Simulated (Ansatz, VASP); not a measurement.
## KMgF3 in VASP and in Ansatz

The input INCAR:

```
PREC = Accurate ; ENCUT = 520
EDIFF = 1E-7 ; ISMEAR = 0
SIGMA = 0.05 ; LREAL = False
LASPH = True ; NELM = 100
ALGO = Normal ; ISIF = 2
LWAVE = False ; LCHARG = False
GGA = PS ; NBANDS = 24
```

Contents of KPOINTS:

```
Automatic mesh
0
Gamma
  6 6 6
```

The input POSCAR:

```
KMgF3
1.0
    3.9859000000      0.0000000000      0.0000000000
    0.0000000000      3.9859000000      0.0000000000
    0.0000000000      0.0000000000      3.9859000000
K Mg F
1 1 3
Direct
    0.5000000000      0.5000000000      0.5000000000
    0.0000000000      0.0000000000      0.0000000000
    0.5000000000     -0.0776133914     -0.0776133914
    0.0000000000      0.4223866086     -0.0776133914
    0.0000000000     -0.0776133914      0.4223866086
```

Input for Ansatz:

```yaml
crystal:
  lattice:
    - [3.9859, 0.0, 0.0]
    - [0.0, 3.9859, 0.0]
    - [0.0, 0.0, 3.9859]
  atoms:
    - { symbol: K, position: [0.5, 0.5, 0.5] }
    - { symbol: Mg, position: [0.0, 0.0, 0.0] }
    - { symbol: F, position: [0.5, -0.0776133914, -0.0776133914] }
    - { symbol: F, position: [0.0, 0.4223866086, -0.0776133914] }
    - { symbol: F, position: [0.0, -0.0776133914, 0.4223866086] }
basis:
  ecutwfc: 420
kpoints:
  mp_grid: { grid: [6, 6, 6] }
hamiltonian:
  xc: pbesol
scf:
  occupations: { method: gaussian, width: 0.05 }
output:
  forces: true
  stress: true
  eigenvalues: true
```

Change from the starting cell: all F atoms moved +0.438 Å, as atom 3 towards its neighbour atom 1 (K) at 2.818 Å.

Alike in both runs: task single point; functional PBEsol; k mesh 6 × 6 × 6; occupations gaussian, width 0.05 eV; no spin polarisation.

|  | VASP | Ansatz |
| --- | --- | --- |
| version | VASP 6.6.1 | Ansatz 0.2.0 |
| potentials or method | VASP PAW PBE potentials, release 64 (K_sv, Mg, F), cutoff 520 eV | scalar-relativistic, plane waves, PAW |
| valence electrons in the cell | 32 | 40 |

Ansatz gave:

- gap on the k mesh at the Fermi level (eV): 7.05
- least direct gap on the mesh (eV): 7.36
- pressure (GPa): 9.5
- traceless stress, the component that is largest in VASP (GPa): -9.34
- rms of the force components (eV/Å): 1.640

Problem. What did VASP give for the same quantities?

Solution. gap on the k mesh at the Fermi level (eV): 7.03; least direct gap on the mesh (eV): 7.35; pressure (GPa): 9.5; traceless stress, the component that is largest in VASP (GPa): -9.64; rms of the force components (eV/Å): 1.692.

VASP's potentials were made for PBE, not for PBEsol. Atom by atom the forces differ by 0.053 eV/Å (rms over components). With one functional, cell and mesh, what is left measures potentials, basis and numerics. VASP's potentials hold 32 valence electrons a cell and Ansatz's 40, so a difference there can come from the potentials and not from the codes.
